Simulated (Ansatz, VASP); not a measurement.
**One calculation of AlH5, two programs**

The input INCAR:

```
SYSTEM = AlH5
PREC = Accurate
ENCUT = 520
EDIFF = 1E-7
ISMEAR = 0
SIGMA = 0.1
LREAL = .False.
LASPH = .True.
NELM = 100
ALGO = Normal
ISIF = 2
LWAVE = .False.
LCHARG = .False.
GGA = PE
NBANDS = 13
```

KPOINTS

```
Automatic mesh
0
Gamma
  6 6 6
  0 0 0
```

The input POSCAR:

```
AlH5
1.0
    0.0000000000      3.0981072900      3.0981072900
    3.0981072900      0.0000000000      3.0981072900
    3.0981072900      3.0981072900      0.0000000000
Al H
1 5
Direct
    0.0000000000      0.0000000000      0.0000000000
    0.2500000000      0.2500000000      0.2500000000
    0.1295901500      0.6234699500      0.6234699500
    0.6234699500      0.6234699500      0.6234699500
    0.6234699500      0.6234699500      0.1295901500
    0.6234699500      0.1295901500      0.6234699500
```

Input for Ansatz:

```yaml
crystal:
  lattice:
    - [0.0, 3.09810729, 3.09810729]
    - [3.09810729, 0.0, 3.09810729]
    - [3.09810729, 3.09810729, 0.0]
  atoms:
    - { symbol: Al, position: [0.0, 0.0, 0.0] }
    - { symbol: H, position: [0.25, 0.25, 0.25] }
    - { symbol: H, position: [0.12959015, 0.62346995, 0.62346995] }
    - { symbol: H, position: [0.62346995, 0.62346995, 0.62346995] }
    - { symbol: H, position: [0.62346995, 0.62346995, 0.12959015] }
    - { symbol: H, position: [0.62346995, 0.12959015, 0.62346995] }
basis:
  ecutwfc: 420
kpoints:
  mp_grid: { grid: [6, 6, 6] }
hamiltonian:
  xc: pbe
scf:
  occupations: { method: gaussian, width: 0.1 }
  lower_state_search: "off"
output:
  forces: true
  stress: true
  eigenvalues: true
```

Change from the starting cell: species swapped into the ZrNi5 type (F-43m, No. 216).

Alike in both runs: task single point; functional PBE; k mesh 6 × 6 × 6; occupations gaussian, width 0.1 eV; no spin polarisation.

```csv
,VASP,Ansatz
version,VASP 6.6.1,Ansatz 0.2.0
potentials or method,"VASP PAW PBE potentials, release 64 (Al, H), cutoff 520 eV","scalar-relativistic, plane waves, PAW"
valence electrons in the cell,8,8
```

```tsv
	VASP	Ansatz	Ansatz less VASP
gap on the k mesh at the Fermi level (eV)	none	none	-
pressure (GPa)	-18.9	-18.8	+0.11
```

A gap of «none» marks a metal or a gap that the smearing closes. The functional is the same, so the differences come from potentials, cutoffs and numerics.
